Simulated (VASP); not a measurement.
Re, 1 atom in the cell. The structure is cubic, space group Fm-3m (No. 225). The conventional cell has a = 3.977 Å, b = 3.977 Å, c = 3.977 Å, α = 90.00°, β = 90.00°, γ = 90.00°. Re (site symmetry m-3m) has 12 Re at 2.81 Å within 3.7 Å.  This cell differs from its parent crystal: volume scaled by 1.04.

- Program: VASP 6.6.1
- Task: single point
- Functional: revPBE
- Potentials or basis: VASP PAW PBE potentials, release 64 (Re)
- Cutoff: 520 eV
- k mesh: 16 × 16 × 16
- Occupations: fermi-dirac, width 0.1 eV
- Spin: no spin polarisation
- Dipole correction: no
- Further INCAR settings: ALGO = Normal; EDIFF = 1e-06; NBANDS = 10

Potentials or basis: VASP PAW PBE potentials, release 64 (Re).

Command:

```sh
$ cat potpaw_PBE.64/Re/POTCAR > POTCAR
$ mpirun -np 1 vasp_std > vasp.out
```

Hardware: 1 thread of AMD EPYC 7R13, on a shared host.

How long does it take, and how much memory?

It took 32 s on 1 thread of AMD EPYC 7R13 (shared host), peak memory 0.13 GiB. Counts: scf iterations 11, k points 145.
